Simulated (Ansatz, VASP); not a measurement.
# Two plane-wave programs on Sb

INCAR

```
SYSTEM = Sb
ALGO = Normal ; EDIFF = 1E-8
ENCUT = 520 ; GGA = PE
ISIF = 2 ; ISMEAR = -1
LASPH = .TRUE. ; LCHARG = .FALSE.
LEFG = .TRUE. ; LREAL = .FALSE.
LWAVE = .FALSE. ; NBANDS = 12
NELM = 80 ; PREC = Accurate
SIGMA = 0.05
```

KPOINTS

```
k-points
0
G
  12 12 7
  0 0 0
```

The input POSCAR:

```
Sb
1.0
    3.3913120892      0.0000000000      0.0000000000
   -1.6956560446      2.9369624214      0.0000000000
    0.0000000000      0.0000000000      5.3652990420
Sb
2
Direct
    0.3333333333      0.6666666667      0.2500000000
    0.6666666667      0.3333333333      0.7500000000
```

Input for Ansatz:

```yaml
crystal:
  lattice:
    - [3.3913120892, 0.0, 0.0]
    - [-1.6956560446, 2.9369624214, 0.0]
    - [0.0, 0.0, 5.365299042]
  atoms:
    - { symbol: Sb, position: [0.3333333333, 0.6666666667, 0.25] }
    - { symbol: Sb, position: [0.6666666667, 0.3333333333, 0.75] }
kpoints:
  mp_grid: { grid: [12, 12, 7] }
scf:
  occupations: { method: fermi_dirac, width: 0.05 }
hamiltonian:
  xc: pbe
  pseudopotentials: { kind: paw }
output:
  forces: true
  stress: true
  eigenvalues: true
  efg: { contact_densities: true }
  write_density: true
  write_potential: true
  elf: true
  volumetric_format: npy
```

Change from the starting cell: volume scaled by 1.02, PAW files.

Alike in both runs: task electric field gradients; functional PBE; k mesh 12 × 12 × 7; occupations fermi-dirac, width 0.05 eV; no spin polarisation.

|  | VASP | Ansatz |
| --- | --- | --- |
| version | VASP 6.6.1 | Ansatz 0.2.0 |
| potentials or method | VASP PAW PBE potentials, release 64 (Sb) | PAW with Ansatz's default frozen-core files, scalar-relativistic |
| plane-wave cutoff (eV) | 520 | 420 |
| valence electrons in the cell | 10 | 30 |

Ansatz gave:

```
pressure (GPa)                                                : 1.6
traceless stress, the component that is largest in VASP (GPa) : -0.73
size of Vzz on the site where it differs most (V/Å²)          : 23.6
```

**Question.** Estimate VASP's values.

**Answer.** Pressure (GPa): 1.5; traceless stress, the component that is largest in VASP (GPa): -0.73; size of Vzz on the site where it differs most (V/Å²): 21.8.

The functional is the same, so the differences come from potentials, cutoffs and numerics. VASP's potentials hold 10 valence electrons a cell and Ansatz's 30, so a difference there can come from the potentials and not from the codes.

Neither program's run includes spin-orbit coupling.
